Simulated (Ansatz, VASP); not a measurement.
# Cs: VASP beside Ansatz

File INCAR:

```
SYSTEM = Cs
ALGO = Normal ; EDIFF = 1E-7
ENCUT = 520 ; ISIF = 2
ISMEAR = -1 ; LASPH = .True.
LCHARG = .True. ; LELF = .True.
LREAL = .False. ; LVHAR = .True.
LWAVE = .False. ; NBANDS = 16
NELM = 60 ; PREC = Accurate
SIGMA = 0.03
```

File KPOINTS:

```
k-points
0
Gamma
  9 9 9
  0 0 0
```

Contents of POSCAR:

```
Cs
1.0
   -2.5021558492      2.5021558492      9.4018401231
    2.5021558492     -2.5021558492      9.4018401231
    2.5021558492      2.5021558492     -9.4018401231
Cs
2
Direct
    0.2500000000      0.7500000000      0.5000000000
    0.5000000000      0.5000000000      0.0000000000
```

Input for Ansatz:

```yaml
crystal:
  lattice:
    - [-2.5021558492, 2.5021558492, 9.4018401231]
    - [2.5021558492, -2.5021558492, 9.4018401231]
    - [2.5021558492, 2.5021558492, -9.4018401231]
  atoms:
    - { symbol: Cs, position: [0.25, 0.75, 0.5] }
    - { symbol: Cs, position: [0.5, 0.5, 0.0] }
kpoints:
  mp_grid: { grid: [9, 9, 9] }
scf:
  occupations: { method: fermi_dirac, width: 0.03 }
hamiltonian:
  xc: lda
  pseudopotentials: { kind: all_electron, lapw: { basis_error: 0.00025 } }
output:
  forces: true
  stress: true
  eigenvalues: true
```

Change from the starting cell: volume scaled by 0.9405.

Alike in both runs: task single point; functional LDA; k mesh 9 × 9 × 9; occupations fermi-dirac, width 0.03 eV; no spin polarisation.

|  | VASP | Ansatz |
| --- | --- | --- |
| version | VASP 6.6.1 | Ansatz 0.2.0 |
| potentials or method | VASP PAW LDA potentials, release 64 (Cs_sv), cutoff 520 eV | all-electron LAPW, scalar-relativistic |

|  | VASP | Ansatz | Ansatz less VASP |
| --- | --- | --- | --- |
| pressure (GPa) | -0.3 | -0.2 | +0.01 |
| traceless stress, the component that is largest in VASP (GPa) | -0.09 | -0.09 | 0.000 |

LDA's correlation is that of Perdew and Zunger in VASP and of Perdew and Wang (1992) in Ansatz. Ansatz ran all-electron here, and VASP with PAW potentials.

Neither program's run includes spin-orbit coupling.
